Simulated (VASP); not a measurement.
# Pt (Fm-3m) in VASP: further runs

Pt is run at these levels: RPBE, revPBE, BLYP, PBEsol; tasks: relaxation of cell and atoms, single point.

Program: VASP 6.6.1. These are calculated values, not measurements. Logs are shortened: lines on timing, memory, paths and dates and some standing lists are left out, and cuts for length are marked.

### 1 The cell of the first run

Symmetry: Fm-3m, No. 225, cubic system. Conventional cell: a = 3.922 Å, b = 3.922 Å, c = 3.922 Å, α = 90.00°, β = 90.00°, γ = 90.00°. Within 3.7 Å of Pt (site symmetry m-3m) lie 12 Pt at 2.77 Å.

### 2 Relaxation of cell and atoms, RPBE

Input file INCAR:

```
PREC = Accurate
ENCUT = 600
EDIFF = 1E-6
ISMEAR = -1
SIGMA = 0.05
LREAL = False
LASPH = True
NELM = 100
ALGO = Normal
ISIF = 3
LWAVE = False
LCHARG = False
GGA = RP
IBRION = 2
NSW = 60
EDIFFG = -0.01
```

Input file KPOINTS:

```
Automatic mesh
0
Gamma
  12 12 12
```

Input file POSCAR:

```
Pt
1.0
    0.0000000000      1.9609000000      1.9609000000
    1.9609000000      0.0000000000      1.9609000000
    1.9609000000      1.9609000000      0.0000000000
Pt
1
Direct
    0.0000000000      0.0000000000      0.0000000000
```

Potentials or basis: VASP PAW PBE potentials, release 64 (Pt).

Started as:

```bash
$ cat potpaw_PBE.64/Pt/POTCAR > POTCAR
$ mpirun -np 1 vasp_std > vasp.out
```

OUTCAR:

```text
PREC = Accurate
   ENCUT = 600
   EDIFF = 1E-6
   ISMEAR = -1
   LREAL = False
   LASPH = True
   NELM = 100
   ISIF = 3
   GGA = RP
   IBRION = 2
   NSW = 60
   EDIFFG = -0.01

 ion  position               nearest neighbor table
   1  0.000  0.000  0.000-

  LATTYP: Found a face centered cubic cell.
 ALAT       =     3.9218000000

  Lattice vectors:

 A1 = (   0.0000000000,   1.9609000000,   1.9609000000)
 A2 = (   1.9609000000,   0.0000000000,   1.9609000000)
 A3 = (   1.9609000000,   1.9609000000,   0.0000000000)

Analysis of symmetry for initial positions (statically):
=====================================================================
 Subroutine PRICEL returns:
 Original cell was already a primitive cell.

 Routine SETGRP: Setting up the symmetry group for a
 face centered cubic supercell.

 Subroutine GETGRP returns: Found 48 space group operations
 (whereof 48 operations were pure point group operations)
 out of a pool of 48 trial point group operations.

The static configuration has the point symmetry O_h .

Analysis of symmetry for dynamics (positions and initial velocities):
=====================================================================
 Subroutine PRICEL returns:
 Original cell was already a primitive cell.

 Routine SETGRP: Setting up the symmetry group for a
 face centered cubic supercell.

 Subroutine GETGRP returns: Found 48 space group operations
 (whereof 48 operations were pure point group operations)
 out of a pool of 48 trial point group operations.

The dynamic configuration has the point symmetry O_h .

 Subroutine INISYM returns: Found 48 space group operations
 (whereof 48 operations are pure point group operations),
 and found     1 'primitive' translations

----------------------------------------------------------------------------------------

                                     Primitive cell

  volume of cell :      15.0798

  direct lattice vectors                    reciprocal lattice vectors
     0.000000000  1.960900000  1.960900000    -0.254984956  0.254984956  0.254984956
     1.960900000  0.000000000  1.960900000     0.254984956 -0.254984956  0.254984956
     1.960900000  1.960900000  0.000000000     0.254984956  0.254984956 -0.254984956

  length of vectors
     2.773131374  2.773131374  2.773131374     0.441646899  0.441646899  0.441646899

  position of ions in fractional coordinates (direct lattice)
     0.000000000  0.000000000  0.000000000

  ion indices of the primitive-cell ions
   primitive index   ion index
                 1           1

----------------------------------------------------------------------------------------

 KPOINTS: Automatic mesh

Automatic generation of k-mesh.
 Grid dimensions read from file:
 generate k-points for:   12   12   12

 Generating k-lattice:

  Cartesian coordinates                     Fractional coordinates (reciprocal lattice)
    -0.021248746  0.021248746  0.021248746     0.083333333  0.000000000  0.000000000
     0.021248746 -0.021248746  0.021248746     0.000000000  0.083333333  0.000000000
     0.021248746  0.021248746 -0.021248746     0.000000000  0.000000000  0.083333333

  Length of vectors
     0.036803908  0.036803908  0.036803908

  Shift w.r.t. Gamma in fractional coordinates (k-lattice)
     0.000000000  0.000000000  0.000000000

 Subroutine IBZKPT returns following result:
 ===========================================

 Found     72 irreducible k-points:

 Following reciprocal coordinates:
            Coordinates               Weight
  0.000000  0.000000  0.000000      1.000000
  0.083333  0.000000  0.000000      8.000000
  0.166667  0.000000  0.000000      8.000000
  0.250000  0.000000  0.000000      8.000000
  0.333333  0.000000  0.000000      8.000000
  0.416667  0.000000  0.000000      8.000000
[... 16 lines left out ...]
  0.500000  0.166667  0.000000     24.000000
 -0.416667  0.166667  0.000000     24.000000
 [... further k-points ...]
   k-points           NKPTS =     72   k-points in BZ     NKDIM =     72   number of bands    NBANDS=      9
   number of dos      NEDOS =    301   number of ions     NIONS =      1
   total plane-waves  NPLWV =  13824
   dimension x,y,z NGX =    24 NGY =   24 NGZ =   24
   dimension x,y,z NGXF=    48 NGYF=   48 NGZF=   48
   ions per type =               1
   NGX,Y,Z   is equivalent  to a cutoff of  14.39, 14.39, 14.39 a.u.
   NGXF,Y,Z  is equivalent  to a cutoff of  28.78, 28.78, 28.78 a.u.
 SYSTEM =  unknown system
   PREC   = accura    normal or accurate (medium, high low for compatibility)
   ISTART =      0    job   : 0-new  1-cont  2-samecut
   ICHARG =      2    charge: 1-file 2-atom 10-const
   ISPIN  =      1    spin polarized calculation?
   LNONCOLLINEAR =      F non collinear calculations
   LSORBIT =      F    spin-orbit coupling
   LASPH  =      T    aspherical Exc in radial PAW
   ENCUT  =  600.0 eV  44.10 Ry    6.64 a.u.   5.54  5.54  5.54*2*pi/ulx,y,z
   NELM   =    100;   NELMIN=  2; NELMDL= -5     # of ELM steps
   EDIFF  = 0.1E-05   stopping-criterion for ELM
   LREAL  =      F    real-space projection
   EDIFFG = -.1E-01   stopping-criterion for IOM
   NSW    =     60    number of steps for IOM
   IBRION =      2    ionic relax: 0-MD 1-quasi-New 2-CG
   NFREE  =      1    steps in history (QN), initial steepest desc. (CG)
   ISIF   =      3    stress and relaxation
   ISYM   =      2    0-nonsym 1-usesym 2-fastsym
   POTIM  = 0.5000    time-step for ionic-motion
   TEBEG  =    0.0;   TEEND  =   0.0 temperature during run
   PSTRESS=    0.0 pullay stress
   NELECT =      10.0000    total number of electrons
   NUPDOWN=      -1.0000    fix difference up-down
   EMIN   =  10.00;   EMAX   =-10.00  energy-range for DOS
   EFERMI =   0.00;   METHOD = LEGACY
   ISMEAR =    -1;   SIGMA  =   0.05  broadening in eV -4-tet -1-fermi 0-gaus
   EFERMI_NEDOS =   21; number of points for ismear=-14 and -15
   IALGO  =     38    algorithm
   IMIX   =      4    mixing-type and parameters
     AMIX     =   0.40;   BMIX     =  1.00
     AMIX_MAG =   1.60;   BMIX_MAG =  1.00
  volume/ion in A,a.u.               =      15.08       101.76
  Fermi-wavevector in a.u.,A,eV,Ry     =   1.427609  2.697791 27.729605  2.038068
  Thomas-Fermi vector in A             =   2.547760
   LORBIT       =      0    0 simple, 1 ext, 2 COOP (PROOUT), +10 PAW based schemes
   GGA     = RP    functional components
   LHFCALC =     F    Hartree Fock is set to
   AEXX    =    0.0000 exact exchange contribution
   IVDW    =     0    specifies the selected vdW correction
   LEPSILON=     F    determine dielectric tensor
   LRPA    =     F    only Hartree local field effects (RPA)
 conjugate gradient relaxation of ions
 non-spin polarized calculation
  energy-cutoff  :      600.00
  volume of cell :       15.08
 maximum number of plane-waves:       531
 NGX is ok and might be reduce to    24
   NGX = 11   NGY = 11   NGZ = 11

--------------------------------------- Ionic step        1  -------------------------------------------

 number of electron      10.0000000 magnetization

 Free energy of the ion-electron system (eV)
  ---------------------------------------------------
  ext. energy  EPLUGINS =         0.00000000
  ---------------------------------------------------
  free energy    TOTEN  =        -5.43634298 eV

  energy without entropy =       -5.42093300  energy(sigma->0) =       -5.42863799

------------------------ aborting loop because EDIFF is reached ----------------------------------------

  FORCE on cell =-STRESS in cart. coord.  units (eV):
  Direction    XX          YY          ZZ          XY          YZ          ZX
  --------------------------------------------------------------------------------------
  -------------------------------------------------------------------------------------
  Total        1.3234982      1.3234982      1.3234982     -0.0000000     -0.0000000     -0.0000000
  in kB      140.6169315    140.6169315    140.6169315     -0.0000000     -0.0000000     -0.0000000
  external PRESSURE =     140.6169315 kB  Pullay stress =       0.0000000 kB
[... 20 lines left out ...]
  energy  without entropy=       -5.4209330050  energy(sigma->0) =       -5.42863799

--------------------------------------- Ionic step        2  -------------------------------------------

 number of electron      10.0000000 magnetization

 E-fermi :   8.1382     XC(G=0): -12.3203

 val. band max:        8.1367185437   @ k =  -0.4167   0.4167   0.1667
 cond. band min:       8.1416637453   @ k =   0.5000   0.0000   0.0000
 fundamental gap:      0.0049452016
 Fermi energy:         8.1382427806

 k-point     1 :       0.0000    0.0000    0.0000
  band No.  band energies     occupation
      1      -0.1238      2.00000
      2       5.3522      2.00000
      3       5.3522      2.00000
      4       5.3522      2.00000
      5       6.9235      2.00000
      6       6.9235      2.00000
      7      23.0744      0.00000
      8      27.0414      0.00000
      9      27.0414      0.00000
[... 343 lines left out ...]
  energy  without entropy=       -5.4536676313  energy(sigma->0) =       -5.46178527

--------------------------------------- Ionic step        4  -------------------------------------------

 number of electron      10.0000001 magnetization

 Free energy of the ion-electron system (eV)
  ---------------------------------------------------
  ext. energy  EPLUGINS =         0.00000000
  ---------------------------------------------------
  free energy    TOTEN  =        -5.46999805 eV

  energy without entropy =       -5.45380598  energy(sigma->0) =       -5.46190201

 E-fermi :  10.3774     XC(G=0): -13.1129

 val. band max:       10.3730877001   @ k =  -0.2500   0.4167   0.1667
 cond. band min:      10.3776246619   @ k =  -0.4167   0.4167   0.1667
 fundamental gap:      0.0045369618
 Fermi energy:        10.3773574998

 k-point     1 :       0.0000    0.0000    0.0000
  band No.  band energies     occupation
      1       0.7608      2.00000
      2       6.9002      2.00000
      3       6.9002      2.00000
      4       6.9002      2.00000
      5       8.8655      2.00000
      6       8.8655      2.00000
      7      25.1113      0.00000
      8      29.8052      0.00000
      9      29.8052      0.00000
[... 304 lines left out ...]
  FREE ENERGIE OF THE ION-ELECTRON SYSTEM (eV)
  ---------------------------------------------------
  free  energy   TOTEN  =        -5.4699980452 eV

  energy  without entropy=       -5.4538059801  energy(sigma->0) =       -5.46190201

 reached required accuracy - stopping structural energy minimisation
```

Wall time 13 s (1 thread of Intel Xeon 6975P-C (Granite Rapids), shared host); peak memory 0.16 GiB.

What came out:

* Free energy: -5.4700 eV
* Relaxed volume: 15.90 Å³/atom
* Relaxed cell: a = 2.822 Å, b = 2.822 Å, c = 2.822 Å, α = 60.00°, β = 60.00°, γ = 60.00°
* Space group after relaxing (to 0.05 Å): Fm-3m (No. 225)
* Energy gained by relaxing: 33.7 meV/atom
* Ionic steps: 4
* Pressure after relaxing: -0.1 GPa
* Band gap on the k mesh: zero (band 5 reaches 10.81 eV, above the bottom of band 6 at 8.78 eV)

Step by step:
```
step  energy change (eV)  largest force (eV/Å)  pressure (GPa)  volume (Å³)
   1              0.0000                0.0000           14.06        15.08
   2              0.1386                0.0000          -21.02        18.16
   3             -0.0336                0.0000           -0.65        15.94
   4             -0.0337                0.0000           -0.07        15.90
```

Final structure:
```
Pt
1.0
     0.00000    1.99577    1.99577
     1.99577    0.00000    1.99577
     1.99577    1.99577    0.00000
Pt
1
Cartesian
  0.0000 0.0000 0.0000
```

Levels at points of the mesh, in eV from the Fermi level:
```csv
k point,band 3,band 4,band 5,band 6,band 7,band 8
"(0.00, 0.00, 0.00)",-3.48,-3.48,-1.51,-1.51,14.73,19.43
"(0.50, 0.00, 0.00)",-3.53,-0.25,0.02,0.02,5.46,14.29
"(0.50, 0.50, 0.00)",-0.02,0.43,0.43,1.89,8.35,11.24
```

Caveat: the PAW data sets were made with another functional, which shifts forces and pressure a little; spin-orbit coupling is left out, which moves the levels of the heavy elements. Zero-point motion and thermal expansion aren't in these numbers.

### 3 Relaxation of cell and atoms, revPBE

Input file INCAR:

```
SYSTEM = Pt
PREC     = Accurate       ! precision mode
ENCUT    = 600            ! plane-wave cutoff, eV
EDIFF    = 1E-7           ! SCF threshold, eV
ISMEAR   = -1             ! smearing method
SIGMA    = 0.05           ! smearing width, eV
LREAL    = .FALSE.        ! projectors in reciprocal space
LASPH    = .TRUE.         ! aspherical terms in the spheres
NELM     = 80             ! most SCF steps
ALGO     = Normal         ! electronic algorithm
ISIF     = 3              ! what is computed and relaxed
LWAVE    = .FALSE.        ! write WAVECAR
LCHARG   = .FALSE.        ! write CHGCAR
GGA      = RE             ! functional
IBRION   = 2              ! ionic algorithm
NSW      = 60             ! ionic steps
EDIFFG   = -0.01          ! ionic threshold
```

Input file KPOINTS:

```
Automatic mesh
0
G
  12 12 12
  0 0 0
```

POSCAR is that of step 2.

Potentials or basis: VASP PAW PBE potentials, release 64 (Pt).

Started as:

```bash
$ cat potpaw_PBE.64/Pt/POTCAR > POTCAR
$ mpirun -np 1 vasp_std > vasp.out
```

Wall time 16 s (1 thread of Intel Xeon 6975P-C (Granite Rapids), shared host); peak memory 0.16 GiB.

It converged, with:

| Item | Value |
| --- | --- |
| Free energy | -5.5895 eV |
| Relaxed volume | 15.82 Å³/atom |
| Relaxed cell | a = 2.818 Å, b = 2.818 Å, c = 2.818 Å, α = 60.00°, β = 60.00°, γ = 60.00° |
| Space group after relaxing (to 0.05 Å) | Fm-3m (No. 225) |
| Energy gained by relaxing | 28.0 meV/atom |
| Ionic steps | 4 |
| Pressure after relaxing | -0.1 GPa |
| Band gap on the k mesh | zero (band 5 reaches 10.88 eV, above the bottom of band 6 at 8.83 eV) |

Step by step:
```
step  energy change (eV)  largest force (eV/Å)  pressure (GPa)  volume (Å³)
   1              0.0000                0.0000           12.85        15.08
   2              0.1227                0.0000          -20.39        17.88
   3             -0.0279                0.0000           -0.54        15.85
   4             -0.0280                0.0000           -0.05        15.82
```

Final structure:
```cif
data_structure
_symmetry_space_group_name_H-M 'P 1'
_symmetry_Int_Tables_number 1
_cell_length_a 2.8177
_cell_length_b 2.8177
_cell_length_c 2.8177
_cell_angle_alpha 60.000
_cell_angle_beta 60.000
_cell_angle_gamma 60.000
_cell_volume 15.82
loop_
_atom_site_label
_atom_site_type_symbol
_atom_site_fract_x
_atom_site_fract_y
_atom_site_fract_z
_atom_site_occupancy
Pt1 Pt 0.00000 0.00000 0.00000 1
```

Levels at points of the mesh, in eV from the Fermi level:
```tsv
k point	band 2	band 3	band 4	band 5	band 6	band 7	band 8	band 9
(0.00, 0.00, 0.00)	-3.51	-3.51	-3.51	-1.52	-1.52	14.73	19.44	19.44
(0.50, 0.00, 0.00)	-3.57	-3.57	-0.28	0.02	0.02	5.49	14.28	18.65
(0.50, 0.50, 0.00)	-6.14	-0.02	0.43	0.43	1.88	8.39	11.25	11.25
```

Caveat: the PAW data sets were made with another functional, which shifts forces and pressure a little; spin-orbit coupling is left out, which moves the levels of the heavy elements. revPBE gives volumes clearly too large for solids.

[end of part 1 of 2]
